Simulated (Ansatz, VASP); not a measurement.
This is a calculation of Ga for VASP 6.6.1.

The input INCAR:

```
PREC = Accurate
ENCUT = 520
EDIFF = 1E-7
ISMEAR = -1
SIGMA = 0.05
LREAL = False
LASPH = True
NELM = 100
ALGO = Fast
ISIF = 2
LWAVE = False
LCHARG = False
GGA = CA
NBANDS = 34
```

KPOINTS

```
Automatic mesh
0
Gamma
  7 7 6
```

File POSCAR:

```
Ga
1.0
    2.3058543979     -3.9056269163      0.0000000000
    2.3058543979      3.9056269163      0.0000000000
    0.0000000000      0.0000000000      4.6127284086
Ga
4
Direct
    0.3451000000      0.6549000000      0.4190000000
    0.1549000000      0.8451000000      0.9190000000
    0.6549000000      0.3451000000      0.5810000000
    0.8451000000      0.1549000000      0.0810000000
```

Potentials or basis: VASP PAW LDA potentials, release 64 (Ga_d).

Launch:

```console
$ cat potpaw_LDA.64/Ga_d/POTCAR > POTCAR
$ mpirun -np 1 vasp_std > vasp.out
```

**Question.** Translate it to Ansatz 0.2.0. Potentials there: all-electron LAPW, scalar-relativistic.

**Answer.** As run (the cutoff follows the program's own potentials):

File input.yaml:

```yaml
crystal:
  lattice:
    - [2.3058543979, -3.9056269163, 0.0]
    - [2.3058543979, 3.9056269163, 0.0]
    - [0.0, 0.0, 4.6127284086]
  atoms:
    - { symbol: Ga, position: [0.3451, 0.6549, 0.419] }
    - { symbol: Ga, position: [0.1549, 0.8451, 0.919] }
    - { symbol: Ga, position: [0.6549, 0.3451, 0.581] }
    - { symbol: Ga, position: [0.8451, 0.1549, 0.081] }
kpoints:
  mp_grid: { grid: [7, 7, 6] }
scf:
  occupations: { method: fermi_dirac, width: 0.05 }
hamiltonian:
  xc: lda
  pseudopotentials: { kind: all_electron, lapw: { basis_error: 0.002 } }
output:
  forces: true
  stress: true
  eigenvalues: true
```

Potentials or basis: all-electron LAPW, scalar-relativistic.

The run is started by

```bash
$ ansatz run input.yaml --threads 2 --pin off --max-ram 8192MiB --backend cpu --events-out ev --progress --plain --runs-dir out
```

Both were run:

|  | VASP | Ansatz | Ansatz less VASP |
| --- | --- | --- | --- |
| gap on the k mesh at the Fermi level (eV) | none | none | - |
| pressure (GPa) | -5.8 | -5.9 | -0.04 |
| traceless stress, the component that is largest in VASP (GPa) | -0.54 | -0.52 | +0.020 |
| rms of the force components (eV/Å) | 0.077 | 0.076 | -0.0013 |

LDA's correlation is that of Perdew and Zunger in VASP and of Perdew and Wang (1992) in Ansatz. Atom by atom the forces differ by 0.002 eV/Å (rms over components). A gap of «none» marks a metal or a gap that the smearing closes. Ansatz ran all-electron here, and VASP with PAW potentials.
